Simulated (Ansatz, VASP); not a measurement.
## ZnS in VASP and in Ansatz

File POSCAR:

```
ZnS
1.0
    3.8067217484      0.0000000000      0.0000000000
   -1.9033608742      3.2967177392      0.0000000000
    0.0000000000      0.0000000000      6.2457351519
Zn S
2 2
Direct
    0.2562120320      0.6281060160     -0.0091619580
    0.6666666667      0.3333333333      0.5053880718
    0.3333333333      0.6666666667      0.3796119282
    0.6666666667      0.3333333333      0.8796119282
```

File INCAR.step1:

```
SYSTEM = ZnS
PREC = Accurate
ENCUT = 520
ISMEAR = 0
SIGMA = 0.05
LREAL = .False.
LASPH = .True.
NELM = 60
NBANDS = 26
GGA = PE
ALGO = Normal
EDIFF = 1E-4
LWAVE = .True.
LCHARG = .False.
```

INCAR.step2

```
SYSTEM = ZnS
PREC = Accurate
ENCUT = 520
EDIFF = 1E-7
ISMEAR = 0
SIGMA = 0.05
LREAL = .False.
LASPH = .True.
NELM = 60
ALGO = Normal
ISIF = 2
LWAVE = .False.
LCHARG = .False.
METAGGA = R2SCAN
LMIXTAU = .True.
NBANDS = 26
ISTART = 1
```

Contents of KPOINTS:

```
regular mesh
0
Gamma
  6 6 4
  0 0 0
```

Input for Ansatz:

```yaml
crystal:
  lattice:
    - [3.8067217484, 0.0, 0.0]
    - [-1.9033608742, 3.2967177392, 0.0]
    - [0.0, 0.0, 6.2457351519]
  atoms:
    - { symbol: Zn, position: [0.256212032, 0.628106016, -0.009161958] }
    - { symbol: Zn, position: [0.6666666667, 0.3333333333, 0.5053880718] }
    - { symbol: S, position: [0.3333333333, 0.6666666667, 0.3796119282] }
    - { symbol: S, position: [0.6666666667, 0.3333333333, 0.8796119282] }
basis:
  ecutwfc: 500
kpoints:
  mp_grid: { grid: [6, 6, 4] }
hamiltonian:
  xc: r2scan
scf:
  occupations: { method: gaussian, width: 0.05 }
output:
  forces: true
  stress: true
  eigenvalues: true
```

Alike in both runs: task single point; functional r2SCAN; k mesh 6 × 6 × 4; occupations gaussian, width 0.05 eV; no spin polarisation.

```csv
,VASP,Ansatz
version,VASP 6.6.1,Ansatz 0.2.0
potentials or method,"VASP PAW PBE potentials, release 64 (Zn, S), cutoff 520 eV","scalar-relativistic, plane waves, PAW"
valence electrons in the cell,36,36
```

|  | VASP | Ansatz | Ansatz less VASP |
| --- | --- | --- | --- |
| gap on the k mesh at the Fermi level (eV) | 2.73 | 2.72 | -0.009 |
| least direct gap on the mesh (eV) | 2.73 | 2.72 | -0.009 |
| pressure (GPa) | 2.0 | 1.9 | -0.10 |
| traceless stress, the component that is largest in VASP (GPa) | 3.95 | 3.91 | -0.045 |
| rms of the force components (eV/Å) | 1.215 | 1.197 | -0.0178 |

VASP's potentials were made for PBE, not for r2SCAN. Atom by atom the forces differ by 0.018 eV/Å (rms over components). With one functional, cell and mesh, what is left measures potentials, basis and numerics.
